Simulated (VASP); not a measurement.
# GePt (P4/nmm) in VASP: a series of runs, part 2 of 2

VASP 6.6.1. The steps go on from the part before.

## Step 3: Single point, PBE

This run uses another cell than the first one, of 22.63 Å³/atom.

INCAR

```
SYSTEM = GePt
  PREC = Accurate
  ENCUT = 520
  EDIFF = 1E-7
  ISMEAR = 0
  SIGMA = 0.1
  LREAL = .False.
  LASPH = .True.
  NELM = 80
  ALGO = Normal
  ISIF = 2
  LWAVE = .False.
  LCHARG = .False.
  GGA = PE
  NBANDS = 32
```

KPOINTS

```
regular mesh
0
Gamma
  6 6 4
  0 0 0
```

POSCAR

```
GePt
1.0
    3.9402663306      0.0000000000      0.0000000000
    0.0000000000      3.9402663306      0.0000000000
    0.0000000000      0.0000000000      5.8307800672
Ge Pt
2 2
Direct
    0.0000000000      0.5000000000      0.2744655618
    0.5000000000      0.0000000000      0.7255344382
    0.0000000000      0.0000000000      0.0000000000
    0.5000000000      0.5000000000      0.0000000000
```

Potentials or basis: VASP PAW PBE potentials, release 64 (Ge_d, Pt).

Command:

```sh
> cat potpaw_PBE.64/Ge_d/POTCAR potpaw_PBE.64/Pt/POTCAR > POTCAR
> mpirun -np 1 vasp_std > vasp.out
```

OUTCAR:

```text
SYSTEM = GePt
   PREC = Accurate
   ENCUT = 520
   EDIFF = 1E-7
   ISMEAR = 0
   LREAL = .False.
   LASPH = .True.
   NELM = 80
   ISIF = 2
   GGA = PE

 ion  position               nearest neighbor table
   1  0.000  0.500  0.274-   3 2.54   4 2.54   3 2.54   4 2.54
   2  0.500  0.000  0.726-   3 2.54   4 2.54   4 2.54   3 2.54
   3  0.000  0.000  0.000-   1 2.54   2 2.54   1 2.54   2 2.54   4 2.79   4 2.79   4 2.79   4 2.79

   4  0.500  0.500  0.000-   1 2.54   2 2.54   2 2.54   1 2.54   3 2.79   3 2.79   3 2.79   3 2.79

  LATTYP: Found a simple tetragonal cell.
 ALAT       =     3.9402663306
 C/A-ratio  =     1.4797933891

  Lattice vectors:

 A1 = (   3.9402663306,   0.0000000000,   0.0000000000)
 A2 = (   0.0000000000,   3.9402663306,   0.0000000000)
 A3 = (   0.0000000000,   0.0000000000,   5.8307800672)

Analysis of symmetry for initial positions (statically):
=====================================================================
 Subroutine PRICEL returns:
 Original cell was already a primitive cell.

 Routine SETGRP: Setting up the symmetry group for a
 simple tetragonal supercell.

 Subroutine GETGRP returns: Found 16 space group operations
 (whereof  8 operations were pure point group operations)
 out of a pool of 16 trial point group operations.

The static configuration has the point symmetry D_2d.
 The point group associated with its full space group is D_4h.

Analysis of symmetry for dynamics (positions and initial velocities):
=====================================================================
 Subroutine PRICEL returns:
 Original cell was already a primitive cell.

 Routine SETGRP: Setting up the symmetry group for a
 simple tetragonal supercell.

 Subroutine GETGRP returns: Found 16 space group operations
 (whereof  8 operations were pure point group operations)
 out of a pool of 16 trial point group operations.

The dynamic configuration has the point symmetry D_2d.
 The point group associated with its full space group is D_4h.

 Subroutine INISYM returns: Found 16 space group operations
 (whereof  8 operations are pure point group operations),
 and found     1 'primitive' translations

[... 115 lines left out ...]
   IALGO  =     38    algorithm
   IMIX   =      4    mixing-type and parameters
     AMIX     =   0.40;   BMIX     =  1.00
     AMIX_MAG =   1.60;   BMIX_MAG =  1.00
  volume/ion in A,a.u.               =      22.63       152.73
  Fermi-wavevector in a.u.,A,eV,Ry     =   1.325041  2.503964 23.888205  1.755734
  Thomas-Fermi vector in A             =   2.454531
   LORBIT       =      0    0 simple, 1 ext, 2 COOP (PROOUT), +10 PAW based schemes
   GGA     = PE    functional components
   LHFCALC =     F    Hartree Fock is set to
   AEXX    =    0.0000 exact exchange contribution
   IVDW    =     0    specifies the selected vdW correction
   LEPSILON=     F    determine dielectric tensor
   LRPA    =     F    only Hartree local field effects (RPA)
 non-spin polarized calculation
 Gauss-broadening in eV      SIGMA  =   0.10
  energy-cutoff  :      520.00
  volume of cell :       90.53
 maximum number of plane-waves:      2474
 NGX is ok and might be reduce to    30
   NGX = 15   NGY = 15   NGZ = 21

 number of electron      48.0000017 magnetization

 Free energy of the ion-electron system (eV)
  ---------------------------------------------------
  ext. energy  EPLUGINS =         0.00000000
  ---------------------------------------------------
  free energy    TOTEN  =       -22.11910214 eV

  energy without entropy =      -22.11319047  energy(sigma->0) =      -22.11614631

 E-fermi :   5.3353     XC(G=0): -10.3072

 val. band max:        5.3242086984   @ k =   0.3333   0.3333   0.5000
 cond. band min:       5.3464008084   @ k =   0.5000   0.5000   0.0000
 fundamental gap:      0.0221921101
 Fermi energy:         5.3353096067

 k-point     1 :       0.0000    0.0000    0.0000
  band No.  band energies     occupation
      1     -19.0694      2.00000
      2     -19.0618      2.00000
      3     -19.0467      2.00000
      4     -19.0435      2.00000
      5     -19.0435      2.00000
      6     -19.0425      2.00000
[... 829 lines left out ...]
     31      13.8331      0.00000
     32      13.8331      0.00000

 [... further k-points ...]
[... 5 lines left out ...]
  --------------------------------------------------------------------------------------
  -------------------------------------------------------------------------------------
  Total        0.0455579      0.0455579      0.1303234      0.0000000      0.0000000      0.0000000
  in kB        0.8063004      0.8063004      2.3065096      0.0000000      0.0000000      0.0000000
  external PRESSURE =       1.3063701 kB  Pullay stress =       0.0000000 kB

 VOLUME and BASIS-vectors are now :
 -----------------------------------------------------------------------------
  energy-cutoff  :      520.00
  volume of cell :       90.53
      direct lattice vectors                 reciprocal lattice vectors
     3.940266331  0.000000000  0.000000000     0.253789951  0.000000000  0.000000000
     0.000000000  3.940266331  0.000000000     0.000000000  0.253789951  0.000000000
     0.000000000  0.000000000  5.830780067     0.000000000  0.000000000  0.171503639

 POSITION                                       TOTAL-FORCE (eV/Angst)
 -----------------------------------------------------------------------------------
      0.00000      1.97013      1.60035         0.000000      0.000000      0.021956
      1.97013      0.00000      4.23043        -0.000000     -0.000000     -0.021956
      0.00000      0.00000      0.00000         0.000000     -0.000000      0.000000
      1.97013      1.97013      0.00000         0.000000      0.000000      0.000000
 -----------------------------------------------------------------------------------
    total drift:                                0.000000      0.000000     -0.000000

  FREE ENERGIE OF THE ION-ELECTRON SYSTEM (eV)
  ---------------------------------------------------
  free  energy   TOTEN  =       -22.1191021423 eV

  energy  without entropy=      -22.1131904680  energy(sigma->0) =      -22.11614631
```

OSZICAR:

```text
N       E                     dE             d eps       ncg     rms          rms(c)
DAV:   1     0.462609225062E+03    0.46261E+03   -0.22712E+04  2400   0.338E+03
DAV:   2     0.473002267668E+02   -0.41531E+03   -0.38901E+03  1976   0.888E+02
DAV:   3    -0.195446990197E+02   -0.66845E+02   -0.65011E+02  2152   0.174E+02
DAV:   4    -0.229626858610E+02   -0.34180E+01   -0.34091E+01  2232   0.457E+01
DAV:   5    -0.230485246660E+02   -0.85839E-01   -0.85830E-01  2184   0.760E+00    0.129E+01
DAV:   6    -0.223225185934E+02    0.72601E+00   -0.29107E+00  2328   0.117E+01    0.648E+00
DAV:   7    -0.221590715086E+02    0.16345E+00   -0.37213E-01  2352   0.603E+00    0.338E+00
DAV:   8    -0.221200463706E+02    0.39025E-01   -0.88587E-02  2176   0.198E+00    0.616E-01
DAV:   9    -0.221191897578E+02    0.85661E-03   -0.78396E-03  2392   0.887E-01    0.212E-01
DAV:  10    -0.221190878205E+02    0.10194E-03   -0.20384E-03  2536   0.344E-01    0.428E-02
DAV:  11    -0.221190918595E+02   -0.40390E-05   -0.18989E-04  2176   0.131E-01    0.234E-02
DAV:  12    -0.221191020617E+02   -0.10202E-04   -0.22098E-05  2192   0.395E-02    0.526E-03
DAV:  13    -0.221191019534E+02    0.10824E-06   -0.25143E-06  2240   0.161E-02    0.201E-03
DAV:  14    -0.221191021085E+02   -0.15511E-06   -0.54795E-07  1912   0.550E-03    0.706E-04
DAV:  15    -0.221191021423E+02   -0.33773E-07   -0.29844E-08  1296   0.155E-03
   1 F= -.22119102E+02 E0= -.22116146E+02  d E =-.591167E-02
```

It took 41 s on 1 thread of Intel Xeon 6975P-C (Granite Rapids), shared host; peak memory 0.23 GiB.

What came out:

| Item | Value |
| --- | --- |
| Free energy | -22.1191 eV |
| Pressure | 0.1 GPa |
| Largest force | 0.022 eV/Å |
| Band gap on the k mesh | zero (bands 24 and 25 overlap by 1.95 eV) |

Forces on the atoms (eV/Å):
```
Ge   0.000  0.000  0.022
Ge   0.000  0.000 -0.022
Pt   0.000  0.000  0.000
Pt   0.000  0.000  0.000
```

Caveat: spin-orbit coupling is left out, which moves the levels of the heavy elements.

## Step 4: Relaxation of cell and atoms, PBE

INCAR

```
SYSTEM = GePt
  PREC = Accurate
  ENCUT = 600
  EDIFF = 1E-6
  ISMEAR = 0
  SIGMA = 0.1
  LREAL = .FALSE.
  LASPH = .TRUE.
  NELM = 100
  ALGO = Normal
  ISIF = 3
  LWAVE = .FALSE.
  LCHARG = .FALSE.
  GGA = PE
  IBRION = 2
  NSW = 90
  EDIFFG = -0.04
```

KPOINTS

```
regular mesh
0
G
  6 6 4
  0 0 0
```

POSCAR

```
GePt
1.0
    3.7376852845      0.0000000000      0.0000000000
    0.0000000000      3.7376852845      0.0000000000
    0.0000000000      0.0000000000      4.7228903730
Ge Pt
2 2
Direct
    0.0000000000      0.5000000000      0.2351000000
    0.5000000000      0.0000000000      0.7649000000
    0.0000000000      0.0000000000      0.0000000000
    0.5000000000      0.5000000000      0.0000000000
```

Command:

```sh
> cat potpaw_PBE.64/Ge_d/POTCAR potpaw_PBE.64/Pt/POTCAR > POTCAR
> mpirun -np 1 vasp_std > vasp.out
```

Run time: 6.9 min. Hardware: 1 thread of Intel Xeon 6975P-C (Granite Rapids), shared host; peak memory 0.23 GiB.

It converged, with:

| Property | Result |
| --- | --- |
| Free energy | -22.1004 eV |
| Relaxed volume | 21.23 Å³/atom |
| Relaxed cell | a = 3.929 Å, b = 3.929 Å, c = 5.499 Å, α = 90.00°, β = 90.00°, γ = 90.00° |
| Space group after relaxing (to 0.1 Å) | P4/nmm (No. 129) |
| Pressure after relaxing | 0.2 GPa |
| Largest force after relaxing | 0.038 eV/Å |
| Band gap on the k mesh | zero (bands 24 and 25 overlap by 2.39 eV) |

Forces on the atoms (eV/Å):
```
Ge   0.000  0.000 -0.038
Ge   0.000  0.000  0.038
Pt   0.000  0.000  0.000
Pt   0.000  0.000  0.000
```

Final structure:
```yaml
crystal:
  lattice:
    - [3.92922, 0.00000, 0.00000]
    - [0.00000, 3.92922, 0.00000]
    - [0.00000, 0.00000, 5.49927]
  atoms:
    - { symbol: Ge, position: [0.00000, 0.50000, 0.29519] }
    - { symbol: Ge, position: [0.50000, 0.00000, 0.70481] }
    - { symbol: Pt, position: [0.00000, 0.00000, 0.00000] }
    - { symbol: Pt, position: [0.50000, 0.50000, 0.00000] }
```

Levels at points of the mesh, in eV from the Fermi level:
```
           k point  band 20  band 21  band 22  band 23  band 24  band 25  band 26  band 27  band 28
(0.00, 0.00, 0.00)    -2.55    -1.53    -1.14     0.23     0.27     0.27     2.25     4.20     5.39
(0.50, 0.00, 0.00)    -3.41    -2.87    -2.87    -1.37    -1.37     1.01     1.01     3.28     3.28
(0.50, 0.50, 0.00)    -3.07    -1.85    -1.85    -0.12    -0.12     0.31     0.31     0.79     0.79
(0.00, 0.00, 0.50)    -2.47    -1.14    -0.21     0.23     1.17     1.17     1.45     3.25     3.25
(0.50, 0.00, 0.50)    -3.44    -2.87    -2.87    -2.38    -2.38     3.23     3.23     3.71     3.71
(0.50, 0.50, 0.50)    -2.94    -1.85    -1.85    -1.62    -1.62    -1.21    -1.21     1.43     1.43
```

Caveat: the volume moved by over 15 % at a fixed basis, so the end points are rough; spin-orbit coupling is left out, which moves the levels of the heavy elements.

## Step 5: Single point, PBE

This run uses another cell than the first one, of 22.57 Å³/atom.

INCAR

```
  PREC = Accurate
  ENCUT = 520
  EDIFF = 1E-6
  ISMEAR = 0
  SIGMA = 0.1
  LREAL = F
  LASPH = T
  NELM = 60
  ALGO = Normal
  ISIF = 2
  LWAVE = F
  LCHARG = F
  GGA = PE
  NBANDS = 32
```

KPOINTS

```
regular mesh
0
Gamma
  12 12 8
```

POSCAR

```
GePt
1.0
    3.9419697118      0.0000000000      0.0000000000
    0.0000000000      3.9419697118      0.0000000000
    0.0000000000      0.0000000000      5.8090496892
Ge Pt
2 2
Direct
    0.0000000000      0.5000000000      0.2760915596
    0.5000000000      0.0000000000      0.7239084404
    0.0000000000      0.0000000000      0.0000000000
    0.5000000000      0.5000000000      0.0000000000
```

Command:

```sh
> cat potpaw_PBE.64/Ge_d/POTCAR potpaw_PBE.64/Pt/POTCAR > POTCAR
> mpirun -np 1 vasp_std > vasp.out
```

Wall time 3.2 min (1 thread of Intel Xeon 6975P-C (Granite Rapids), shared host); peak memory 0.45 GiB.

Results (log left out):

| Item | Value |
| --- | --- |
| Free energy | -22.1371 eV |
| Pressure | 0.0 GPa |
| Largest force | 0.017 eV/Å |
| Band gap on the k mesh | zero (bands 24 and 25 overlap by 1.98 eV) |

Forces on the atoms (eV/Å):
```
Ge   0.000  0.000  0.017
Ge   0.000  0.000 -0.017
Pt   0.000  0.000  0.000
Pt   0.000  0.000  0.000
```

Levels at points of the mesh, in eV from the Fermi level:
```csv
k point,band 20,band 21,band 22,band 23,band 24,band 25,band 26,band 27,band 28,band 29
"(0.00, 0.00, 0.00)",-2.52,-1.53,-1.17,0.20,0.47,0.47,2.62,4.09,5.13,5.13
"(0.50, 0.00, 0.00)",-3.40,-2.88,-2.88,-1.47,-1.47,1.04,1.04,3.46,3.46,6.69
"(0.50, 0.50, 0.00)",-3.11,-1.86,-1.86,-0.23,-0.23,0.06,0.06,0.87,0.87,4.81
"(0.00, 0.00, 0.50)",-2.47,-1.17,-0.14,0.20,1.02,1.02,1.21,3.62,3.62,5.71
"(0.50, 0.00, 0.50)",-3.42,-2.88,-2.88,-2.26,-2.26,3.03,3.03,3.73,3.73,5.07
"(0.50, 0.50, 0.50)",-3.00,-1.86,-1.86,-1.26,-1.26,-0.96,-0.96,1.32,1.32,7.85
```

Caveat: spin-orbit coupling is left out, which moves the levels of the heavy elements.

## Step 6: The runs side by side

| task | cell | k mesh | cutoff (eV) | gap on the mesh (eV) | pressure (GPa) | largest force (eV/Å) |
| --- | --- | --- | --- | --- | --- | --- |
| single point | a = 3.738, b = 3.738, c = 4.723 Å, 4 atoms, atomic positions A | 6 × 6 × 4 | 520 | none | 95.3 | 12.79 |
| single point | a = 3.940, b = 3.940, c = 5.831 Å, 4 atoms, atomic positions B | 6 × 6 × 4 | 520 | none | 0.1 | 0.02 |
| relaxation of cell and atoms | relaxed from a = 3.738, b = 3.738, c = 4.723 Å, 4 atoms, atomic positions A | 6 × 6 × 4 | 600 | none | 0.2 | 0.04 |
| single point | a = 3.942, b = 3.942, c = 5.809 Å, 4 atoms, atomic positions C | 12 × 12 × 8 | 520 | none | 0.0 | 0.02 |

Alike in all rows: level PBE; potentials or basis VASP PAW PBE potentials, release 64 (Ge_d, Pt); no spin polarisation; smearing gaussian 0.1 eV.

Caveats: spin-orbit coupling is left out, which moves the levels of the heavy elements; the stress differs along the axes, from 74 to 106 GPa (at least some runs); forces of over 1 eV/Å act on the atoms, so gaps and moduli don't describe the material at rest (at least some runs); the volume moved by over 15 % at a fixed basis, so the end points are rough (at least some runs).

Absolute energies hang on the potentials; compare differences alone.

The gap in the log of VASP goes by the Fermi energy; the results here count the filled bands.